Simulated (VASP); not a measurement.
# LiF (t.b) (Fm-3m) in VASP: single point with PBE

Aim: the single point of LiF (t.b) with PBE.

Everything below comes from runs of VASP 6.6.1. Logs are shortened: lines on timing, memory, paths and dates and some standing lists are left out, and cuts for length are marked.

### 1 The cell of the first run

The structure is cubic, space group Fm-3m (No. 225). The conventional cell has a = 4.067 Å, b = 4.067 Å, c = 4.067 Å, α = 90.00°, β = 90.00°, γ = 90.00°. Within 2.7 Å of Li (site symmetry m-3m) lie 6 F at 2.03 Å. F (site symmetry m-3m) has 6 Li at 2.03 Å within 2.7 Å.

### 2 Single point, PBE

The input, INCAR:

```
SYSTEM = LiF
PREC = Accurate ; ENCUT = 750
EDIFF = 1E-6 ; ISMEAR = 0
SIGMA = 0.02 ; LREAL = .False.
LASPH = .True. ; NELM = 120
ALGO = Normal ; ISIF = 2
LWAVE = .False. ; LCHARG = .False.
GGA = PE ; NBANDS = 12
GGA_COMPAT = .False.
```

The input, KPOINTS:

```
Automatic mesh
0
Gamma
  10 10 10
  0 0 0
```

The input, POSCAR:

```
LiF
1.0
    0.0000000000      2.0335666454      2.0335666454
    2.0335666454      0.0000000000      2.0335666454
    2.0335666454      2.0335666454      0.0000000000
Li F
1 1
Direct
    0.0000000000      0.0000000000      0.0000000000
    0.5000000000      0.5000000000      0.5000000000
```

Potentials or basis: VASP PAW PBE potentials, release 64 (Li_sv, F).

The run is started by

```bash
$ cat potpaw_PBE.64/Li_sv/POTCAR potpaw_PBE.64/F/POTCAR > POTCAR
$ mpirun -np 1 vasp_std > vasp.out
```

OUTCAR:

```text
SYSTEM = LiF
   PREC = Accurate
   ENCUT = 750
   EDIFF = 1E-6
   ISMEAR = 0
   LREAL = .False.
   LASPH = .True.
   NELM = 120
   ISIF = 2
   GGA = PE

 ion  position               nearest neighbor table
   1  0.000  0.000  0.000-   2 2.03   2 2.03   2 2.03   2 2.03   2 2.03   2 2.03
   2  0.500  0.500  0.500-   1 2.03   1 2.03   1 2.03   1 2.03   1 2.03   1 2.03

  LATTYP: Found a face centered cubic cell.
 ALAT       =     4.0671332908

  Lattice vectors:

 A1 = (   0.0000000000,   2.0335666454,   2.0335666454)
 A2 = (   2.0335666454,   0.0000000000,   2.0335666454)
 A3 = (   2.0335666454,   2.0335666454,   0.0000000000)

Analysis of symmetry for initial positions (statically):
=====================================================================
 Subroutine PRICEL returns:
 Original cell was already a primitive cell.

 Routine SETGRP: Setting up the symmetry group for a
 face centered cubic supercell.

 Subroutine GETGRP returns: Found 48 space group operations
 (whereof 48 operations were pure point group operations)
 out of a pool of 48 trial point group operations.

The static configuration has the point symmetry O_h .

Analysis of symmetry for dynamics (positions and initial velocities):
=====================================================================
 Subroutine PRICEL returns:
 Original cell was already a primitive cell.

 Routine SETGRP: Setting up the symmetry group for a
 face centered cubic supercell.

 Subroutine GETGRP returns: Found 48 space group operations
 (whereof 48 operations were pure point group operations)
 out of a pool of 48 trial point group operations.

The dynamic configuration has the point symmetry O_h .

 Subroutine INISYM returns: Found 48 space group operations
 (whereof 48 operations are pure point group operations),
 and found     1 'primitive' translations

----------------------------------------------------------------------------------------

                                     Primitive cell

  volume of cell :      16.8192

  direct lattice vectors                    reciprocal lattice vectors
     0.000000000  2.033566645  2.033566645    -0.245873427  0.245873427  0.245873427
     2.033566645  0.000000000  2.033566645     0.245873427 -0.245873427  0.245873427
     2.033566645  2.033566645  0.000000000     0.245873427  0.245873427 -0.245873427

  length of vectors
     2.875897530  2.875897530  2.875897530     0.425865268  0.425865268  0.425865268

  position of ions in fractional coordinates (direct lattice)
     0.000000000  0.000000000  0.000000000
     0.500000000  0.500000000  0.500000000

  ion indices of the primitive-cell ions
   primitive index   ion index
                 1           1
                 2           2

----------------------------------------------------------------------------------------

 KPOINTS: Automatic mesh

Automatic generation of k-mesh.
 Grid dimensions read from file:
 generate k-points for:   10   10   10

 Generating k-lattice:

  Cartesian coordinates                     Fractional coordinates (reciprocal lattice)
    -0.024587343  0.024587343  0.024587343     0.100000000  0.000000000  0.000000000
     0.024587343 -0.024587343  0.024587343     0.000000000  0.100000000  0.000000000
     0.024587343  0.024587343 -0.024587343     0.000000000  0.000000000  0.100000000

  Length of vectors
     0.042586527  0.042586527  0.042586527

  Shift w.r.t. Gamma in fractional coordinates (k-lattice)
     0.000000000  0.000000000  0.000000000

 Subroutine IBZKPT returns following result:
 ===========================================

 Found     47 irreducible k-points:

 Following reciprocal coordinates:
            Coordinates               Weight
  0.000000  0.000000  0.000000      1.000000
  0.100000  0.000000  0.000000      8.000000
  0.200000  0.000000  0.000000      8.000000
  0.300000  0.000000  0.000000      8.000000
  0.400000  0.000000  0.000000      8.000000
  0.500000  0.000000  0.000000      4.000000
[... 16 lines left out ...]
  0.300000  0.300000  0.000000      6.000000
  0.400000  0.300000  0.000000     24.000000
 [... further k-points ...]
   k-points           NKPTS =     47   k-points in BZ     NKDIM =     47   number of bands    NBANDS=     12
   number of dos      NEDOS =    301   number of ions     NIONS =      2
   total plane-waves  NPLWV =  21952
   dimension x,y,z NGX =    28 NGY =   28 NGZ =   28
   dimension x,y,z NGXF=    56 NGYF=   56 NGZF=   56
   ions per type =               1   1
   NGX,Y,Z   is equivalent  to a cutoff of  16.19, 16.19, 16.19 a.u.
   NGXF,Y,Z  is equivalent  to a cutoff of  32.37, 32.37, 32.37 a.u.
 SYSTEM =  LiF
   PREC   = accura    normal or accurate (medium, high low for compatibility)
   ISTART =      0    job   : 0-new  1-cont  2-samecut
   ICHARG =      2    charge: 1-file 2-atom 10-const
   ISPIN  =      1    spin polarized calculation?
   LNONCOLLINEAR =      F non collinear calculations
   LSORBIT =      F    spin-orbit coupling
   LASPH  =      T    aspherical Exc in radial PAW
   ENCUT  =  750.0 eV  55.12 Ry    7.42 a.u.   6.42  6.42  6.42*2*pi/ulx,y,z
   NELM   =    120;   NELMIN=  2; NELMDL= -5     # of ELM steps
   EDIFF  = 0.1E-05   stopping-criterion for ELM
   LREAL  =      F    real-space projection
   EDIFFG = 0.1E-04   stopping-criterion for IOM
   NSW    =      0    number of steps for IOM
   IBRION =     -1    ionic relax: 0-MD 1-quasi-New 2-CG
   NFREE  =      0    steps in history (QN), initial steepest desc. (CG)
   ISIF   =      2    stress and relaxation
   ISYM   =      2    0-nonsym 1-usesym 2-fastsym
   POTIM  = 0.5000    time-step for ionic-motion
   TEBEG  =    0.0;   TEEND  =   0.0 temperature during run
   PSTRESS=    0.0 pullay stress
   NELECT =      10.0000    total number of electrons
   NUPDOWN=      -1.0000    fix difference up-down
   EMIN   =  10.00;   EMAX   =-10.00  energy-range for DOS
   EFERMI =   0.00;   METHOD = LEGACY
   ISMEAR =     0;   SIGMA  =   0.02  broadening in eV -4-tet -1-fermi 0-gaus
   EFERMI_NEDOS =   21; number of points for ismear=-14 and -15
   IALGO  =     38    algorithm
   IMIX   =      4    mixing-type and parameters
     AMIX     =   0.40;   BMIX     =  1.00
     AMIX_MAG =   1.60;   BMIX_MAG =  1.00
  volume/ion in A,a.u.               =       8.41        56.75
  Fermi-wavevector in a.u.,A,eV,Ry     =   1.376596  2.601389 25.783256  1.895016
  Thomas-Fermi vector in A             =   2.501826
   LORBIT       =      0    0 simple, 1 ext, 2 COOP (PROOUT), +10 PAW based schemes
   GGA     = PE    functional components
   LHFCALC =     F    Hartree Fock is set to
   AEXX    =    0.0000 exact exchange contribution
   IVDW    =     0    specifies the selected vdW correction
   LEPSILON=     F    determine dielectric tensor
   LRPA    =     F    only Hartree local field effects (RPA)
 non-spin polarized calculation
 Gauss-broadening in eV      SIGMA  =   0.02
  energy-cutoff  :      750.00
  volume of cell :       16.82
 maximum number of plane-waves:       801
 NGX is ok and might be reduce to    28
   NGX = 13   NGY = 13   NGZ = 13

 number of electron      10.0000000 magnetization

 number of electron       9.9999999 magnetization

 Free energy of the ion-electron system (eV)
  ---------------------------------------------------
  ext. energy  EPLUGINS =         0.00000000
  ---------------------------------------------------
  free energy    TOTEN  =        -9.64514455 eV

  energy without entropy =       -9.64514455  energy(sigma->0) =       -9.64514455

 E-fermi :  -1.0447     XC(G=0):  -9.8439

 val. band max:       -1.2004174892   @ k =   0.0000   0.0000   0.0000
 cond. band min:       7.6254116081   @ k =   0.0000   0.0000   0.0000
 fundamental gap:      8.8258290973
 Fermi energy:        -1.0446517089

 k-point     1 :       0.0000    0.0000    0.0000
  band No.  band energies     occupation
      1     -42.1738      2.00000
      2     -21.0941      2.00000
      3      -1.2004      2.00000
      4      -1.2004      2.00000
      5      -1.2004      2.00000
      6       7.6254      0.00000
      7      22.3897      0.00000
      8      22.3897      0.00000
      9      22.3897      0.00000
     10      22.8434      0.00000
     11      22.8434      0.00000
     12      22.8434      0.00000

 k-point     2 :       0.1000    0.0000    0.0000
  band No.  band energies     occupation
      1     -42.1689      2.00000
      2     -21.0573      2.00000
      3      -1.4804      2.00000
      4      -1.2227      2.00000
      5      -1.2227      2.00000
      6       7.9166      0.00000
      7      19.8057      0.00000
      8      21.1913      0.00000
      9      21.1913      0.00000
     10      23.8490      0.00000
     11      23.8490      0.00000
     12      23.8517      0.00000

 k-point     3 :       0.2000    0.0000    0.0000
  band No.  band energies     occupation
      1     -42.1561      2.00000
      2     -20.9578      2.00000
      3      -2.1489      2.00000
      4      -1.2792      2.00000
      5      -1.2792      2.00000
      6       8.5781      0.00000
      7      17.3604      0.00000
      8      19.7352      0.00000
      9      19.7352      0.00000
     10      24.7876      0.00000
     11      25.1778      0.00000
     12      25.1778      0.00000
[... 286 lines left out ...]
 k-point    23 :       0.3000    0.3000    0.0000
  band No.  band energies     occupation
      1     -42.1306      2.00000
      2     -20.6993      2.00000
      3      -3.0344      2.00000
      4      -1.8345      2.00000
      5      -1.8345      2.00000
      6      10.7803      0.00000
      7      16.5709      0.00000
      8      17.5361      0.00000
      9      18.8932      0.00000
     10      18.8932      0.00000
     11      32.5965      0.00000
     12      32.9107      0.00000

 k-point    24 :       0.4000    0.3000    0.0000
  band No.  band energies     occupation
      1     -42.1209      2.00000
      2     -20.5960      2.00000
      3      -3.4297      2.00000
      4      -2.0357      2.00000
      5      -1.9285      2.00000
      6      11.6076      0.00000
      7      15.4118      0.00000
      8      17.0196      0.00000
      9      18.6444      0.00000
     10      19.7074      0.00000
     11      32.0595      0.00000
     12      33.2039      0.00000

 [... further k-points ...]
[... 5 lines left out ...]
  --------------------------------------------------------------------------------------
  -------------------------------------------------------------------------------------
  Total       -0.0706435     -0.0706435     -0.0706435      0.0000000     -0.0000000      0.0000000
  in kB       -6.7294199     -6.7294199     -6.7294199      0.0000000     -0.0000000      0.0000000
  external PRESSURE =      -6.7294199 kB  Pullay stress =       0.0000000 kB

 VOLUME and BASIS-vectors are now :
 -----------------------------------------------------------------------------
  energy-cutoff  :      750.00
  volume of cell :       16.82
      direct lattice vectors                 reciprocal lattice vectors
     0.000000000  2.033566645  2.033566645    -0.245873427  0.245873427  0.245873427
     2.033566645  0.000000000  2.033566645     0.245873427 -0.245873427  0.245873427
     2.033566645  2.033566645  0.000000000     0.245873427  0.245873427 -0.245873427

 POSITION                                       TOTAL-FORCE (eV/Angst)
 -----------------------------------------------------------------------------------
      0.00000      0.00000      0.00000         0.000000      0.000000     -0.000000
      2.03357      2.03357      2.03357        -0.000000     -0.000000      0.000000
 -----------------------------------------------------------------------------------
    total drift:                                0.000000      0.000000      0.000000

  FREE ENERGIE OF THE ION-ELECTRON SYSTEM (eV)
  ---------------------------------------------------
  free  energy   TOTEN  =        -9.6451445459 eV

  energy  without entropy=       -9.6451445459  energy(sigma->0) =       -9.64514455
```

Run time: 34 s. Hardware: 1 thread of Intel Xeon 8259CL, shared host; peak memory 0.15 GiB.

What came out:

- Free energy: -9.6451 eV
- Pressure: -0.7 GPa
- Band gap on the k mesh: 8.83 eV, direct

A k mesh can miss the band edges. As with any semilocal functional, this PBE gap is likely too small.
